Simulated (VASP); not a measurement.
CaTe2As2, 10 atoms in the cell. Symmetry: P6_3/mmc, No. 194, hexagonal system. Conventional cell: a = 4.290 Å, b = 4.290 Å, c = 18.330 Å, α = 90.00°, β = 90.00°, γ = 120.00°. Te (site symmetry 3m) has 3 As at 2.78 Å and 1 Te at 2.86 Å within 3.7 Å. Within 3.7 Å of As (site symmetry 3m) lie 3 Te at 2.78 Å and 3 Ca at 3.12 Å. Ca (site symmetry -3m) has 6 As at 3.12 Å and 6 Te at 4.01 Å within 4.1 Å. 

| Item | Value |
| --- | --- |
| Program | VASP 6.6.1 |
| Task | single point |
| Functional | PBE |
| Potentials or basis | VASP PAW PBE potentials, release 64 (Te, As, Ca_sv) |
| Cutoff | 500 eV |
| k mesh | 5 × 5 × 1 |
| Occupations | fermi-dirac, width 0.1 eV |
| Spin | no spin polarisation |
| Dipole correction | no |
| Further INCAR settings | ALGO = Normal; EDIFF = 1e-06; NBANDS = 43 |

Potentials or basis: VASP PAW PBE potentials, release 64 (Te, As, Ca_sv).

The run is started by

```bash
$ cat potpaw_PBE.64/Te/POTCAR potpaw_PBE.64/As/POTCAR potpaw_PBE.64/Ca_sv/POTCAR > POTCAR
$ mpirun -np 1 vasp_std > vasp.out
```

Hardware: 1 thread of Intel Xeon 8259CL (shared host).

Estimate the wall time of this run.

Wall time 5.6 min on 1 thread of Intel Xeon 8259CL, on a shared host, peak memory 0.42 GiB. Counts: scf iterations 15, k points 9.
